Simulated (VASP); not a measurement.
**MgO: single point with PBEsol**

MgO:

```
Mg O
1.0
     2.07859    2.07859    0.00000
    -2.07859    2.07859    0.00000
     0.00000    2.07859    2.07859
Mg O
1 1
Direct
  0.00000 0.00000 0.00000
  0.50000 0.50000 0.00000
```

```json
{"Program": "VASP 6.6.1", "Task": "single point", "Functional": "PBEsol", "Potentials or basis": "VASP PAW PBE potentials, release 64 (Mg, O)", "Cutoff": "520 eV", "k mesh": "10 × 10 × 10", "Occupations": "gaussian, width 0.01 eV", "Spin": "no spin polarisation"}
```

```json
{
 "Pressure": "6.6 GPa",
 "Band gap on the k mesh": "5.02 eV, direct"
}
```

Levels at points of the mesh, in eV from the valence-band top:
```csv
k point,band 1,band 2,band 3,band 4,band 5,band 6,band 7,band 8
"(0.00, 0.00, 0.00)",-17.42,0.00,0.00,0.00,5.02,15.85,15.85,15.85
"(0.50, 0.00, 0.00)",-16.00,-4.86,-0.71,-0.71,7.99,12.95,16.58,16.58
"(0.50, 0.50, 0.00)",-15.72,-4.31,-1.42,-1.42,8.96,10.31,13.39,19.45
```

Run time: 10 s on 1 thread of Intel Xeon 8259CL, with other jobs on the host, peak memory 0.14 GiB.

Caveat: the PAW data sets were made with another functional, which shifts forces and pressure a little. Expect the measured gap to be larger: semilocal functionals such as PBEsol lack the derivative discontinuity.
